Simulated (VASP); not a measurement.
# Sn (R-3m) in VASP: further runs, part 2 of 2

VASP 6.6.1. Earlier steps stand in the parts before.

## (4) Single point, PBEsol

This run uses another cell than the first one, of the same volume but with other edges.

Contents of INCAR:

```
PREC = Accurate
ENCUT = 520
EDIFF = 1E-7
ISMEAR = 0
SIGMA = 0.15
LREAL = False
LASPH = True
NELM = 60
ALGO = Fast
ISIF = 2
LWAVE = False
LCHARG = False
GGA = PS
NBANDS = 13
```

Contents of KPOINTS:

```
regular mesh
0
Gamma
  24 24 24
```

Contents of POSCAR:

```
Sn
1.0
   -1.2027843036      1.9349138797      1.9349138797
    1.9349138797     -1.2027843036      1.9349138797
    1.9349138797      1.9349138797     -1.2027843036
Sn
1
Direct
    0.0000000000      0.0000000000      0.0000000000
```

Potentials or basis: VASP PAW PBE potentials, release 64 (Sn_d).

Command:

```console
$ cat potpaw_PBE.64/Sn_d/POTCAR > POTCAR
$ mpirun -np 1 vasp_std > vasp.out
```

OUTCAR:

```text
PREC = Accurate
   ENCUT = 520
   EDIFF = 1E-7
   ISMEAR = 0
   LREAL = False
   LASPH = True
   NELM = 60
   ISIF = 2
   GGA = PS

 ion  position               nearest neighbor table
   1  0.000  0.000  0.000-

  LATTYP: Found a trigonal (rhomboedric) cell.
 ALAT       =     2.9890589698
 COS(alpha) =    -0.1019283747

  Lattice vectors:

 A1 = (  -1.2027843036,   1.9349138797,   1.9349138797)
 A2 = (   1.9349138797,  -1.2027843036,   1.9349138797)
 A3 = (   1.9349138797,   1.9349138797,  -1.2027843036)

Analysis of symmetry for initial positions (statically):
=====================================================================
 Subroutine PRICEL returns:
 Original cell was already a primitive cell.

 Routine SETGRP: Setting up the symmetry group for a
 trigonal (rhombohedral) supercell.

 Subroutine GETGRP returns: Found 12 space group operations
 (whereof 12 operations were pure point group operations)
 out of a pool of 12 trial point group operations.

The static configuration has the point symmetry D_3d.

Analysis of symmetry for dynamics (positions and initial velocities):
=====================================================================
 Subroutine PRICEL returns:
 Original cell was already a primitive cell.

 Routine SETGRP: Setting up the symmetry group for a
 trigonal (rhombohedral) supercell.

 Subroutine GETGRP returns: Found 12 space group operations
 (whereof 12 operations were pure point group operations)
 out of a pool of 12 trial point group operations.

The dynamic configuration has the point symmetry D_3d.

 Subroutine INISYM returns: Found 12 space group operations
 (whereof 12 operations are pure point group operations),
 and found     1 'primitive' translations

----------------------------------------------------------------------------------------

                                     Primitive cell

  volume of cell :      26.2574
[... 109 lines left out ...]
  Fermi-wavevector in a.u.,A,eV,Ry     =   1.327496  2.508605 23.976824  1.762247
  Thomas-Fermi vector in A             =   2.456804
   LORBIT       =      0    0 simple, 1 ext, 2 COOP (PROOUT), +10 PAW based schemes
   GGA     = PS    functional components
   LHFCALC =     F    Hartree Fock is set to
   AEXX    =    0.0000 exact exchange contribution
   IVDW    =     0    specifies the selected vdW correction
   LEPSILON=     F    determine dielectric tensor
   LRPA    =     F    only Hartree local field effects (RPA)
 non-spin polarized calculation
 RMM-DIIS sequential band-by-band and
 Gauss-broadening in eV      SIGMA  =   0.15
  energy-cutoff  :      520.00
  volume of cell :       26.26
 maximum number of plane-waves:       724
   NGX = 11   NGY = 11   NGZ = 11

 number of electron      13.9999991 magnetization

 Free energy of the ion-electron system (eV)
  ---------------------------------------------------
  ext. energy  EPLUGINS =         0.00000000
  ---------------------------------------------------
  free energy    TOTEN  =        -4.18670369 eV

  energy without entropy =       -4.18071579  energy(sigma->0) =       -4.18370974

 E-fermi :   8.1288     XC(G=0): -10.5795

 val. band max:        8.1283308147   @ k =  -0.3750   0.3750   0.3333
 cond. band min:       8.1325609622   @ k =  -0.2500  -0.2917   0.2083
 fundamental gap:      0.0042301475
 Fermi energy:         8.1288289947

 k-point     1 :       0.0000    0.0000    0.0000
  band No.  band energies     occupation
      1     -13.4602      2.00000
      2     -13.4602      2.00000
      3     -13.0107      2.00000
      4     -12.9743      2.00000
      5     -12.9743      2.00000
      6      -3.2650      2.00000
      7      13.6302      0.00000
      8      14.2266      0.00000
      9      14.2266      0.00000
     10      17.4314      0.00000
     11      17.4314      0.00000
     12      18.9564      0.00000
     13      26.4189      0.00000
[... 354 lines left out ...]
  band No.  band energies     occupation
      1     -13.4349      2.00000
      2     -13.1673      2.00000
      3     -13.0899      2.00000
      4     -13.0456      2.00000
      5     -12.9777      2.00000
      6       0.1119      2.00000
      7       3.2931      2.00000
      8      15.3879      0.00000
      9      16.1377      0.00000
     10      19.8959      0.00000
     11      20.8419      0.00000
     12      21.2549      0.00000
     13      21.6358      0.00000

 [... further k-points ...]
[... 5 lines left out ...]
  --------------------------------------------------------------------------------------
  -------------------------------------------------------------------------------------
  Total        0.5425911      0.5425911      0.5425911      0.1093473      0.1093473      0.1093473
  in kB       33.1078352     33.1078352     33.1078352      6.6721537      6.6721537      6.6721537
  external PRESSURE =      33.1078352 kB  Pullay stress =       0.0000000 kB

 VOLUME and BASIS-vectors are now :
 -----------------------------------------------------------------------------
  energy-cutoff  :      520.00
  volume of cell :       26.26
      direct lattice vectors                 reciprocal lattice vectors
    -1.202784304  1.934913880  1.934913880    -0.087487638  0.231217330  0.231217330
     1.934913880 -1.202784304  1.934913880     0.231217330 -0.087487638  0.231217330
     1.934913880  1.934913880 -1.202784304     0.231217330  0.231217330 -0.087487638

 POSITION                                       TOTAL-FORCE (eV/Angst)
 -----------------------------------------------------------------------------------
      0.00000      0.00000      0.00000        -0.000000     -0.000000      0.000000
 -----------------------------------------------------------------------------------
    total drift:                               -0.000000      0.000000     -0.000000

  FREE ENERGIE OF THE ION-ELECTRON SYSTEM (eV)
  ---------------------------------------------------
  free  energy   TOTEN  =        -4.1867036871 eV

  energy  without entropy=       -4.1807157945  energy(sigma->0) =       -4.18370974
```

OSZICAR:

```text
N       E                     dE             d eps       ncg     rms          rms(c)
DAV:   1     0.809720563069E+02    0.80972E+02   -0.71894E+03 35147   0.163E+03
DAV:   2     0.146262387648E+01   -0.79509E+02   -0.76937E+02 36328   0.340E+02
DAV:   3    -0.409178272401E+01   -0.55544E+01   -0.55316E+01 40483   0.736E+01
DAV:   4    -0.420686797189E+01   -0.11509E+00   -0.11506E+00 39925   0.113E+01
DAV:   5    -0.421078191547E+01   -0.39139E-02   -0.39139E-02 44269   0.203E+00    0.189E+00
RMM:   6    -0.419273775316E+01    0.18044E-01   -0.15404E-02 43438   0.175E+00    0.107E+00
RMM:   7    -0.418686438747E+01    0.58734E-02   -0.11887E-02 43429   0.146E+00    0.134E-01
RMM:   8    -0.418665578760E+01    0.20860E-03   -0.14789E-03 47788   0.465E-01    0.380E-02
RMM:   9    -0.418670141444E+01   -0.45627E-04   -0.44559E-04 55633   0.186E-01    0.330E-02
RMM:  10    -0.418670174464E+01   -0.33020E-06   -0.36343E-05 47285   0.776E-02    0.140E-02
RMM:  11    -0.418670372249E+01   -0.19779E-05   -0.17743E-05 55632   0.440E-02    0.595E-03
RMM:  12    -0.418670384988E+01   -0.12739E-06   -0.33097E-06 52839   0.171E-02    0.320E-03
RMM:  13    -0.418670368461E+01    0.16527E-06   -0.33645E-07 33092   0.592E-03    0.257E-04
RMM:  14    -0.418670368705E+01   -0.24415E-08   -0.73889E-08 23294   0.331E-03
   1 F= -.41867037E+01 E0= -.41837097E+01  d E =-.598789E-02
```

stdout:

```text
POSCAR found type information on POSCAR Sn
 POSCAR found :  1 types and       1 ions
 scaLAPACK will be used
 -----------------------------------------------------------------------------
|                                                                             |
[... 33 lines left out ...]
WARNING in EDDRMM: call to ZHEGV failed, returncode =   8  4     12
WARNING in EDDRMM: call to ZHEGV failed, returncode =   6  3     11
WARNING in EDDRMM: call to ZHEGV failed, returncode =   6  3     11
WARNING in EDDRMM: call to ZHEGV failed, returncode =   8  4     10
 num prob WARNING in EDDRMM: call to ZHEGV failed, returncode =   6  3     10
WARNING in EDDRMM: call to ZHEGV failed, returncode =   8  4     11
WARNING in EDDRMM: call to ZHEGV failed, returncode =   8  4     10
 num prob WARNING in EDDRMM: call to ZHEGV failed, returncode =   6  3     10
```

Wall time 1.8 min (1 thread of Intel Xeon 6975P-C (Granite Rapids), shared host); peak memory 0.49 GiB.

What came out:

```yaml
Free_energy: -4.1867 eV
Pressure: 3.3 GPa
Band_gap_on_the_k_mesh: zero (band 7 reaches 13.63 eV, above the bottom of band 8 at 6.61 eV)
```

Levels at points of the mesh, in eV from the Fermi level:
```csv
k point,band 5,band 6,band 7,band 8,band 9,band 10
"(0.00, 0.00, 0.00)",-21.10,-11.39,5.50,6.10,6.10,9.30
"(0.50, 0.00, 0.00)",-21.10,-7.90,-5.07,7.80,8.22,11.38
"(0.50, 0.50, 0.00)",-20.96,-4.40,-3.11,-1.49,2.96,10.68
"(0.50, 0.50, 0.50)",-20.95,-0.43,-0.43,-0.42,1.39,5.23
```

Caveat: the PAW data sets were made with another functional, which shifts forces and pressure a little; spin-orbit coupling is left out, which moves the levels of the heavy elements.

## (5) The runs side by side

| cell | further INCAR settings | gap on the mesh (eV) | pressure (GPa) |
| --- | --- | --- | --- |
| a = 3.370 Å, angles 112.1°, 1 atom | ALGO = Fast; EDIFF = 1e-06; NBANDS = 13 | none | 1.6 |
| a = 3.126 Å, angles 105.7°, 1 atom | ALGO = Fast; EDIFF = 1e-06; NBANDS = 13 | none | 1.0 |
| a = 2.989 Å, angles 95.9°, 1 atom | ALGO = Fast; EDIFF = 1e-07; NBANDS = 13 | none | 3.3 |

Alike in all rows: task single point; level PBEsol; potentials or basis VASP PAW PBE potentials, release 64 (Sn_d); no spin polarisation; k mesh 24 × 24 × 24; cutoff (eV) 520; smearing gaussian 0.15 eV.

Caveats: the PAW data sets were made with another functional, which shifts forces and pressure a little; spin-orbit coupling is left out, which moves the levels of the heavy elements.

Absolute energies hang on the potentials; compare differences alone.
